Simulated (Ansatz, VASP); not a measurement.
Zn5S3O2: VASP beside Ansatz

File INCAR:

```
SYSTEM = Zn5S3O2
  PREC = Accurate
  ENCUT = 520
  EDIFF = 1E-6
  ISMEAR = 0
  SIGMA = 0.1
  LREAL = .FALSE.
  LASPH = .TRUE.
  NELM = 60
  ALGO = Normal
  ISIF = 2
  LWAVE = .FALSE.
  LCHARG = .TRUE.
  GGA = PE
  LELF = .TRUE.
  LVHAR = .TRUE.
  NBANDS = 56
```

File KPOINTS:

```
Automatic mesh
0
G
  4 4 4
  0 0 0
```

File POSCAR:

```
Zn5S3O2
1.0
   -3.6293698000      0.0000000000      0.0000000000
    0.0000000000      0.0000000000      5.0416618000
    1.8146849000      9.0889086000     -2.5208309000
Zn S O
5 3 2
Direct
    0.6856800000      0.7820420000      0.3713600000
    0.3143200000      0.4106820000      0.6286400000
    0.9002200000      0.0691250000      0.8004400000
    0.5000000000      0.5887140000      0.0000000000
    0.0997800000      0.2686850000      0.1995600000
    0.8010760000      0.6793160000      0.6021520000
    0.0000000000      0.8774360000      0.0000000000
    0.1989240000      0.0771640000      0.3978480000
    0.4053800000      0.2788010000      0.8107600000
    0.5946200000      0.4680410000      0.1892400000
```

Input for Ansatz:

```yaml
crystal:
  lattice:
    - [-3.6293698, 0.0, 0.0]
    - [0.0, 0.0, 5.0416618]
    - [1.8146849, 9.0889086, -2.5208309]
  atoms:
    - { symbol: Zn, position: [0.68568, 0.782042, 0.37136] }
    - { symbol: Zn, position: [0.31432, 0.410682, 0.62864] }
    - { symbol: Zn, position: [0.90022, 0.069125, 0.80044] }
    - { symbol: Zn, position: [0.5, 0.588714, 0.0] }
    - { symbol: Zn, position: [0.09978, 0.268685, 0.19956] }
    - { symbol: S, position: [0.801076, 0.679316, 0.602152] }
    - { symbol: S, position: [0.0, 0.877436, 0.0] }
    - { symbol: S, position: [0.198924, 0.077164, 0.397848] }
    - { symbol: O, position: [0.40538, 0.278801, 0.81076] }
    - { symbol: O, position: [0.59462, 0.468041, 0.18924] }
basis:
  ecutwfc: 420
kpoints:
  mp_grid: { grid: [4, 4, 4] }
hamiltonian:
  xc: pbe
scf:
  occupations: { method: gaussian, width: 0.1 }
  lower_state_search: "off"
output:
  forces: true
  stress: true
  eigenvalues: true
```

Alike in both runs: task single point; functional PBE; k mesh 4 × 4 × 4; occupations gaussian, width 0.1 eV; no spin polarisation.

```csv
,VASP,Ansatz
version,VASP 6.6.1,Ansatz 0.2.0
potentials or method,"VASP PAW PBE potentials, release 64 (Zn, S, O), cutoff 520 eV","scalar-relativistic, plane waves, PAW"
valence electrons in the cell,90,90
```

```csv
,VASP,Ansatz,Ansatz less VASP
gap on the k mesh at the Fermi level (eV),0.69,0.69,+0.001
least direct gap on the mesh (eV),0.69,0.69,+0.001
pressure (GPa),0.4,0.1,-0.32
"traceless stress, the component that is largest in VASP (GPa)",0.14,0.20,+0.052
rms of the force components (eV/Å),0.016,0.003,-0.0125
```

Atom by atom the forces differ by 0.015 eV/Å (rms over components).

The k mesh is coarse, so the values compare programs but aren't converged.
